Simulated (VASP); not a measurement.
Wanted: the native input for a VASP 6.6.1 run.

```
Task                   : single point
Functional             : LDA
Potentials or basis    : VASP PAW LDA potentials, release 64 (Cs_sv, H)
Cutoff                 : 520 eV
k mesh                 : 8 × 8 × 8
Occupations            : gaussian, width 0.02 eV
Spin                   : no spin polarisation
Dipole correction      : no
Further INCAR settings : ALGO = Normal; EDIFF = 1e-06; NBANDS = 12
```

The structure of CsH lies in POSCAR:

```
CsH
1.0
    0.0000000000      3.0511182234      3.0511182234
    3.0511182234      0.0000000000      3.0511182234
    3.0511182234      3.0511182234      0.0000000000
Cs H
1 1
Direct
    0.0000000000      0.0000000000      0.0000000000
    0.5000000000      0.5000000000      0.5000000000
```

These files were run (other wordings do the same):

INCAR

```
SYSTEM = CsH
PREC     = Accurate       ! precision mode
ENCUT    = 520            ! plane-wave cutoff, eV
EDIFF    = 1E-6           ! SCF threshold, eV
ISMEAR   = 0              ! smearing method
SIGMA    = 0.02           ! smearing width, eV
LREAL    = .FALSE.        ! projectors in reciprocal space
LASPH    = .TRUE.         ! aspherical terms in the spheres
NELM     = 80             ! most SCF steps
ALGO     = Normal         ! electronic algorithm
ISIF     = 2              ! what is computed and relaxed
LWAVE    = .FALSE.        ! write WAVECAR
LCHARG   = .TRUE.         ! write CHGCAR
GGA      = CA             ! functional
LELF     = .TRUE.         ! ELF
LVHAR    = .TRUE.       
NBANDS   = 12             ! bands
```

KPOINTS

```
regular mesh
0
G
  8 8 8
  0 0 0
```

Potentials or basis: VASP PAW LDA potentials, release 64 (Cs_sv, H).

Command:

```bash
$ cat potpaw_LDA.64/Cs_sv/POTCAR potpaw_LDA.64/H/POTCAR > POTCAR
$ mpirun -np 1 vasp_std > vasp.out
```

Results of the run:

- Pressure: 0.0 GPa
- Band gap on the k mesh: 1.73 eV

Caveat: spin-orbit coupling is left out, which moves the levels of the heavy elements.

It took 6.5 s on 1 thread of Intel(R) Xeon(R) 6975P-C (Granite Rapids), with other jobs on the host, peak memory 0.16 GiB.
